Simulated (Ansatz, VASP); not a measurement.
## MnHg: VASP beside Ansatz

```
Mn Hg
1.0
     3.07737    0.00000    0.00000
     0.00000    3.07737    0.00000
     0.00000    0.00000    3.07737
Mn Hg
1 1
Direct
  0.50000 0.50000 0.50000
  0.00000 0.00000 0.00000
```

Change from the starting cell: volume scaled by 0.8, no spin polarisation, PAW files.

Alike in both runs: task single point; functional PBE; k mesh 10 × 10 × 10; occupations fermi-dirac, width 0.1 eV; no spin polarisation.

|  | VASP | Ansatz |
| --- | --- | --- |
| version | VASP 6.6.1 | Ansatz 0.2.0 |
| potentials or method | VASP PAW PBE potentials, release 64 (Mn_pv, Hg) | PAW with Ansatz's default frozen-core files, scalar-relativistic |
| plane-wave cutoff (eV) | 520 | 420 |
| valence electrons in the cell | 25 | 35 |

Ansatz gave:

| Property | Result |
| --- | --- |
| pressure (GPa) | 12.2 |

Problem. What did VASP give for the same quantities?

Solution. Pressure (GPa): 13.9.

VASP's potentials hold 25 valence electrons a cell and Ansatz's 35, so a difference there can come from the potentials and not from the codes.

Neither program's run includes spin-orbit coupling.
